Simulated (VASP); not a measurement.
Here is a VASP 6.6.1 calculation.

The input INCAR:

```
SYSTEM = Pt
PREC = Accurate ; ENCUT = 500
EDIFF = 1E-7 ; ISMEAR = 1
SIGMA = 0.05 ; LREAL = .False.
LASPH = .True. ; NELM = 120
ALGO = Normal ; ISIF = 3
LWAVE = .False. ; LCHARG = .False.
GGA = PS ; IBRION = 2
NSW = 80 ; EDIFFG = -0.01
PSTRESS = 450.0 ; GGA_COMPAT = .False.
NELMIN = 4
```

Contents of KPOINTS:

```
regular mesh
0
Gamma
  10 10 10
  0 0 0
```

File POSCAR:

```
Pt
1.0
    0.0000000000      1.9600000000      1.9600000000
    1.9600000000      0.0000000000      1.9600000000
    1.9600000000      1.9600000000      0.0000000000
Pt
1
Direct
    0.0000000000      0.0000000000      0.0000000000
```

Potentials or basis: VASP PAW PBE potentials, release 64 (Pt).

Launch:

```bash
$ cat potpaw_PBE.64/Pt/POTCAR > POTCAR
$ mpirun -np 1 vasp_std > vasp.out
```

(1) What does it give for the relaxed volume?

(2) What does it give for the band gap on the k mesh?

(3) Predict the space group after relaxing (to 0.1 Å).

(4) Estimate the relaxed cell.

## Answers

(1) 13.40 Å³/atom.

(2) zero (bands 5 and 6 overlap by 2.71 eV).

(3) Fm-3m (No. 225).

(4) a = 2.666 Å, b = 2.666 Å, c = 2.666 Å, α = 60.00°, β = 60.00°, γ = 60.00°.

Caveat: the cell is relaxed towards a set pressure, so the run minimises the enthalpy, not the energy; the PAW data sets were made with another functional, which shifts forces and pressure a little; spin-orbit coupling is left out, which moves the levels of the heavy elements.
